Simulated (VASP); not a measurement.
Here is a VASP 6.6.1 calculation.

The input POSCAR:

```
Gd
1.0
   -1.9906713343      1.9906713343      1.9906713343
    1.9906713343     -1.9906713343      1.9906713343
    1.9906713343      1.9906713343     -1.9906713343
Gd
1
Direct
    0.0000000000      0.0000000000      0.0000000000
```

The input INCAR.step1:

```
ALGO = Normal
EDIFF = 1E-4
ENCUT = 520
GGA = PE
ISMEAR = 1
ISPIN = 2
LASPH = True
LCHARG = False
LMAXMIX = 6
LREAL = False
LWAVE = True
MAGMOM = 7
NBANDS = 19
NELM = 150
PREC = Accurate
SIGMA = 0.1
```

File INCAR.step2:

```
ALGO = Normal
EDIFF = 1E-7
ENCUT = 520
ISIF = 2
ISMEAR = 1
ISPIN = 2
ISTART = 1
LASPH = True
LCHARG = True
LELF = True
LMAXMIX = 6
LMIXTAU = True
LORBIT = 11
LREAL = False
LVHAR = True
LWAVE = False
MAGMOM = 7
METAGGA = R2SCAN
NBANDS = 19
NELM = 150
PREC = Accurate
SIGMA = 0.1
```

Contents of KPOINTS:

```
k-points
0
Gamma
  8 8 8
```

Potentials or basis: VASP PAW PBE potentials, release 64 (Gd).

Launch:

```bash
$ cat potpaw_PBE.64/Gd/POTCAR > POTCAR
$ cp INCAR.step1 INCAR
$ mpirun -np 1 vasp_std > vasp.out
$ cp INCAR.step2 INCAR
$ mpirun -np 1 vasp_std > vasp.out
```

(1) Predict the net moment.

(2) Estimate the site moments.

Answers

(1) 7.94 μB per cell.

(2) Gd +7.10 μB.
